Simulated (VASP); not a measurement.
SbBr:

```
Sb Br
1.0
     4.17031    0.00000    0.00000
     0.00000    4.17031    0.00000
     0.00000    0.00000    4.17031
Sb Br
1 1
Direct
  0.00000 0.00000 0.00000
  0.50000 0.50000 0.50000
```

```yaml
Program: VASP 6.6.1
Task: relaxation of cell and atoms
Functional: PBE
Potentials_or_basis: VASP PAW PBE potentials, release 64 (Sb, Br)
Cutoff: 600 eV
k_mesh: 4 × 4 × 4
Occupations: gaussian, width 0.1 eV
Spin: no spin polarisation
```

At the start: pressure -6.5 GPa; volume 36.26 Å³/atom.

Where does the relaxation end?

Over 4 steps the energy falls by 264.4 meV/atom and the volume is 26.70 Å³/atom (-26.4 %); space group Pm-3m (No. 221, to 0.05 Å).

The path:
| step | energy change (eV) | largest force (eV/Å) | pressure (GPa) | volume (Å³) |
| --- | --- | --- | --- | --- |
| 1 | 0.0000 | 0.0000 | -6.49 | 72.53 |
| 2 | -0.4780 | 0.0000 | -3.16 | 58.17 |
| 3 | -0.5284 | 0.0000 | -0.31 | 53.82 |
| 4 | -0.5288 | 0.0000 | 0.05 | 53.41 |

Final structure:
```yaml
crystal:
  lattice:
    - [3.76587, 0.00000, 0.00000]
    - [0.00000, 3.76587, 0.00000]
    - [0.00000, 0.00000, 3.76587]
  atoms:
    - { symbol: Sb, position: [0.00000, 0.00000, 0.00000] }
    - { symbol: Br, position: [0.50000, 0.50000, 0.50000] }
```

Caveat: the k points lie up to 0.42 Å⁻¹ apart in the final cell; the volume moved by over 15 % at a fixed basis, so the end points are rough.
